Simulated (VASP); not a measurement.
## KF: single point with PBE

The system is KF.

```
K F
1.0
    -1.86928    1.86928    6.97874
     1.86928   -1.86928    6.97874
     1.86928    1.86928   -6.97874
K F
2 2
Direct
  0.15355 0.15355 0.00000
  0.84645 0.84645 0.00000
  0.34311 0.34311 0.00000
  0.65689 0.65689 0.00000
```

The cell was built from a structure type or drawn by symmetry, and may not be a known phase.

| Quantity | Value |
| --- | --- |
| Program | VASP 6.6.1 |
| Task | single point |
| Functional | PBE |
| Potentials or basis | VASP PAW PBE potentials, release 64 (K_sv, F) |
| Cutoff | 520 eV |
| k mesh | 5 × 5 × 5 |
| Occupations | gaussian, width 0.15 eV |
| Spin | no spin polarisation |

```json
{
  "Pressure": "0.3 GPa",
  "Largest force": "0.028 eV/Å",
  "Band gap on the k mesh": "4.87 eV"
}
```

Forces on the atoms (eV/Å):
```
K    0.000  0.000 -0.028
K    0.000  0.000  0.028
F    0.000  0.000  0.018
F    0.000  0.000 -0.018
```

Stress tensor (GPa, compression positive):
```
0.08 0.00 0.00
0.00 0.08 0.00
0.00 0.00 0.61
```

Levels at points of the mesh, in eV from the valence-band top:
```csv
k point,band 13,band 14,band 15,band 16,band 17,band 18,band 19,band 20
"(0.00, 0.00, 0.00)",-0.04,-0.04,0.00,0.00,4.87,8.56,8.68,9.27
```

Run time: 3.3 min on 1 thread of Intel Xeon 8259CL, with other jobs on the host, peak memory 0.39 GiB.

Caveat: an odd mesh through Γ misses points on the zone boundary, where band edges can lie.
